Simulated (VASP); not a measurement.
# Hf (P6_3/mmc) in VASP: notebook, part 2 of 2

VASP 6.6.1.

## Step 3: Relaxation of cell and atoms, PBEsol

This run uses another cell than the first one, of 22.54 Å³/atom, 1.043 times its volume.

INCAR

```
SYSTEM = Hf
PREC     = Accurate       ! precision mode
ENCUT    = 500            ! plane-wave cutoff, eV
EDIFF    = 1E-7           ! SCF threshold, eV
ISMEAR   = 0              ! smearing method
SIGMA    = 0.1            ! smearing width, eV
LREAL    = .FALSE.        ! projectors in reciprocal space
LASPH    = .TRUE.         ! aspherical terms in the spheres
NELM     = 120            ! most SCF steps
ALGO     = Normal         ! electronic algorithm
ISIF     = 3              ! what is computed and relaxed
LWAVE    = .FALSE.        ! write WAVECAR
LCHARG   = .FALSE.        ! write CHGCAR
GGA      = PS             ! functional
IBRION   = 2              ! ionic algorithm
NSW      = 70             ! ionic steps
EDIFFG   = -0.005         ! ionic threshold
GGA_COMPAT= .FALSE.      
NELMIN   = 4
```

KPOINTS

```
Automatic mesh
0
G
  15 15 8
  0 0 0
```

POSCAR

```
Hf
1.0
    3.2046233997      0.0000000000      0.0000000000
   -1.6023116998      2.7752852737      0.0000000000
    0.0000000000      0.0000000000      5.0676571121
Hf
2
Direct
    0.3333333333      0.6666666667      0.2500000000
    0.6666666667      0.3333333333      0.7500000000
```

Potentials or basis: VASP PAW PBE potentials, release 64 (Hf_pv).

Started as:

```
$ cat potpaw_PBE.64/Hf_pv/POTCAR > POTCAR
$ mpirun -np 1 vasp_std > vasp.out
```

OUTCAR:

```text
SYSTEM = Hf
   PREC = Accurate
   ENCUT = 500
   EDIFF = 1E-7
   ISMEAR = 0
   LREAL = .FALSE.
   LASPH = .TRUE.
   NELM = 120
   ISIF = 3
   GGA = PS
   IBRION = 2
   NSW = 70
   EDIFFG = -0.005
   NELMIN = 4

 ion  position               nearest neighbor table
   1  0.333  0.667  0.250-   2 3.14   2 3.14   2 3.14   2 3.14   2 3.14   2 3.14
   2  0.667  0.333  0.750-   1 3.14   1 3.14   1 3.14   1 3.14   1 3.14   1 3.14

  LATTYP: Found a hexagonal cell.
 ALAT       =     3.2046233997
 C/A-ratio  =     1.5813580818

  Lattice vectors:

 A1 = (   3.2046233997,   0.0000000000,   0.0000000000)
 A2 = (  -1.6023116998,   2.7752852737,   0.0000000000)
 A3 = (   0.0000000000,   0.0000000000,   5.0676571121)

Analysis of symmetry for initial positions (statically):
=====================================================================
 Subroutine PRICEL returns:
 Original cell was already a primitive cell.

 Routine SETGRP: Setting up the symmetry group for a
 hexagonal supercell.

 Subroutine GETGRP returns: Found 24 space group operations
 (whereof 12 operations were pure point group operations)
 out of a pool of 24 trial point group operations.

The static configuration has the point symmetry D_3d.
 The point group associated with its full space group is D_6h.

Analysis of symmetry for dynamics (positions and initial velocities):
=====================================================================
 Subroutine PRICEL returns:
 Original cell was already a primitive cell.

 Routine SETGRP: Setting up the symmetry group for a
 hexagonal supercell.

 Subroutine GETGRP returns: Found 24 space group operations
 (whereof 12 operations were pure point group operations)
 out of a pool of 24 trial point group operations.

The dynamic configuration has the point symmetry D_3d.
 The point group associated with its full space group is D_6h.

[... 131 lines left out ...]
 Gauss-broadening in eV      SIGMA  =   0.10
  energy-cutoff  :      500.00
  volume of cell :       45.07
 maximum number of plane-waves:      1164
 NGX is ok and might be reduce to    24
   NGX = 11   NGY = 11   NGZ = 19

--------------------------------------- Ionic step        1  -------------------------------------------

 number of electron      20.0000005 magnetization

 Free energy of the ion-electron system (eV)
  ---------------------------------------------------
  ext. energy  EPLUGINS =         0.00000000
  ---------------------------------------------------
  free energy    TOTEN  =       -20.97935538 eV

  energy without entropy =      -20.97193155  energy(sigma->0) =      -20.97564347

------------------------ aborting loop because EDIFF is reached ----------------------------------------

  FORCE on cell =-STRESS in cart. coord.  units (eV):
  Direction    XX          YY          ZZ          XY          YZ          ZX
  --------------------------------------------------------------------------------------
  -------------------------------------------------------------------------------------
  Total       -1.3379018     -1.3379018     -1.4037781     -0.0000000      0.0000000      0.0000000
  in kB      -47.5601244    -47.5601244    -49.9019122     -0.0000000      0.0000000      0.0000000
  external PRESSURE =     -48.3407203 kB  Pullay stress =       0.0000000 kB
[... 167 lines left out ...]
--------------------------------------- Ionic step        6  -------------------------------------------

 number of electron      19.9999996 magnetization

 Free energy of the ion-electron system (eV)
  ---------------------------------------------------
  ext. energy  EPLUGINS =         0.00000000
  ---------------------------------------------------
  free energy    TOTEN  =       -21.01052259 eV

  energy without entropy =      -21.00311216  energy(sigma->0) =      -21.00681738

 E-fermi :   5.0296     XC(G=0): -11.5659

 val. band max:        5.0178842441   @ k =   0.0667   0.0667   0.1250
 cond. band min:       5.0428101948   @ k =   0.0667   0.0000   0.5000
 fundamental gap:      0.0249259507
 Fermi energy:         5.0296030809

 k-point     1 :       0.0000    0.0000    0.0000
  band No.  band energies     occupation
      1     -25.9887      2.00000
      2     -25.1377      2.00000
      3     -25.1377      2.00000
      4     -24.9948      2.00000
      5     -24.9915      2.00000
      6     -24.9915      2.00000
      7      -2.4933      2.00000
      8       1.1914      2.00000
      9       5.8444      0.00000
     10       6.1957      0.00000
     11       6.1957      0.00000
     12       6.5040      0.00000
     13       7.0629      0.00000
     14       7.0629      0.00000
[... 377 lines left out ...]
      1     -25.7224      2.00000
      2     -25.5571      2.00000
      3     -25.5020      2.00000
      4     -25.4527      2.00000
      5     -25.3023      2.00000
      6     -25.2393      2.00000
      7       2.4102      2.00000
      8       2.7359      2.00000
      9       2.9720      2.00000
     10       3.8278      2.00000
     11       5.3966      0.00000
     12       5.7028      0.00000
     13       6.9504      0.00000
     14      10.2998      0.00000

 [... further k-points ...]
[... 5 lines left out ...]
  --------------------------------------------------------------------------------------
  -------------------------------------------------------------------------------------
  Total        0.0005611      0.0005611     -0.0090165      0.0000000      0.0000000      0.0000000
  in kB        0.0208688      0.0208688     -0.3353489      0.0000000      0.0000000      0.0000000
  external PRESSURE =      -0.0978704 kB  Pullay stress =       0.0000000 kB
[... 17 lines left out ...]
  FREE ENERGIE OF THE ION-ELECTRON SYSTEM (eV)
  ---------------------------------------------------
  free  energy   TOTEN  =       -21.0105225905 eV

  energy  without entropy=      -21.0031121647  energy(sigma->0) =      -21.00681738

 reached required accuracy - stopping structural energy minimisation
```

CONTCAR:

```text
Hf
   1.00000000000000
     3.1576798063426197   -0.0000000000008464    0.0000000000000000
    -1.5788399031227753    2.7346309293081044   -0.0000000000000000
     0.0000000000000000    0.0000000000000000    4.9886679719940723
  Hf
     2
Direct
     0.3333333332999970    0.6666666667000030    0.2500000000000000
     0.6666666667000030    0.3333333332999970    0.7500000000000000

  0.00000000E+00  0.00000000E+00  0.00000000E+00
  0.00000000E+00  0.00000000E+00  0.00000000E+00
```

It took 81 s on 1 thread of Intel Xeon 6975P-C (Granite Rapids), shared host; peak memory 0.21 GiB.

What came out:

- Free energy: -21.0105 eV
- Relaxed volume: 21.54 Å³/atom
- Relaxed cell: a = 3.158 Å, b = 3.158 Å, c = 4.989 Å, α = 90.00°, β = 90.00°, γ = 120.00°
- Space group after relaxing (to 0.05 Å): P6_3/mmc (No. 194)
- Energy gained by relaxing: 15.6 meV/atom
- Ionic steps: 6
- Pressure after relaxing: 0.0 GPa
- Band gap on the k mesh: zero (band 10 reaches 6.20 eV, above the bottom of band 11 at 4.58 eV)

Step by step:
| step | energy change (eV) | largest force (eV/Å) | pressure (GPa) | volume (Å³) |
| --- | --- | --- | --- | --- |
| 1 | 0.0000 | 0.0000 | -4.83 | 45.07 |
| 2 | 0.0164 | 0.0000 | 6.94 | 40.78 |
| 3 | -0.0312 | 0.0000 | -0.06 | 43.09 |
| 4 | -0.0312 | 0.0000 | 0.05 | 43.06 |
| 5 | -0.0312 | 0.0000 | -0.05 | 43.09 |
| 6 | -0.0312 | 0.0000 | -0.01 | 43.08 |

Final structure:
```xyz
2
Lattice="3.1577 0.0000 0.0000 -1.5788 2.7346 0.0000 0.0000 0.0000 4.9887" Properties=species:S:1:pos:R:3 pbc="T T T"
Hf    0.0000    1.8231    1.2472
Hf    1.5788    0.9115    3.7415
```

Levels at points of the mesh, in eV from the Fermi level:
```
           k point  band 7  band 8  band 9  band 10  band 11  band 12  band 13  band 14
(0.00, 0.00, 0.00)   -7.52   -3.84    0.81     1.17     1.17     1.47     2.03     2.03
(0.00, 0.00, 0.50)   -5.47   -5.47    0.13     0.13     1.05     1.05     1.05     1.05
```

Caveat: the PAW data sets were made with another functional, which shifts forces and pressure a little; spin-orbit coupling is left out, which moves the levels of the heavy elements.
